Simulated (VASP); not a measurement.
A run of VASP 6.6.1 is set up as follows.

Contents of INCAR:

```
PREC     = Accurate       # precision mode
ENCUT    = 520            # plane-wave cutoff, eV
EDIFF    = 1E-6           # SCF threshold, eV
ISMEAR   = 0              # smearing method
SIGMA    = 0.05           # smearing width, eV
LREAL    = F              # projectors in reciprocal space
LASPH    = T              # aspherical terms in the spheres
NELM     = 100            # most SCF steps
ALGO     = Normal         # electronic algorithm
ISIF     = 2              # what is computed and relaxed
LWAVE    = F              # write WAVECAR
LCHARG   = F              # write CHGCAR
LDIPOL   = T            
IDIPOL   = 3            
DIPOL    = 0.5 0.5 0.394
GGA      = PE             # functional
IVDW     = 12             # dispersion correction
NBANDS   = 50             # bands
```

Contents of KPOINTS:

```
Automatic mesh
0
Gamma
  7 7 1
```

File POSCAR:

```
SnO
1.0
    3.8201526160      0.0002954389      0.0000000000
   -0.0003145156      3.8201526145      0.0000000000
    0.0000000000      0.0000000000     22.2260756252
Sn O
4 4
Direct
    0.9999453016      0.9999453016      0.2024648920
    0.4999453016      0.4999453016      0.3087831576
    0.4999453016      0.8749453016      0.4797535108
   -0.0000546984      0.3749453016      0.5860717765
    0.9999461184      0.4999461184      0.2556240248
    0.4999461184      0.9999461184      0.2556240248
    0.4999461184      0.3749461184      0.5329126436
   -0.0000538816      0.8749461184      0.5329126436
```

Potentials or basis: VASP PAW PBE potentials, release 64 (Sn_d, O).

Command:

```bash
$ cat potpaw_PBE.64/Sn_d/POTCAR potpaw_PBE.64/O/POTCAR > POTCAR
$ mpirun -np 1 vasp_std > vasp.out
```

Problem. Estimate the largest force.

Solution. 0.076 eV/Å.

Problem. Predict the band gap on the k mesh.

Solution. 2.12 eV (least direct gap 2.32 eV).

Forces in eV/Å, atoms in the order of the input:
```
Sn   0.000 -0.008 -0.076
Sn   0.000 -0.054  0.051
Sn   0.000  0.054 -0.051
Sn   0.000  0.008  0.076
O    0.000  0.016  0.010
O    0.000 -0.040  0.006
O    0.000  0.040 -0.006
O    0.000 -0.016 -0.010
```

Caveat: the cell differs from its parent crystal (layers slid over each other); spin-orbit coupling is left out, which moves the levels of the heavy elements.
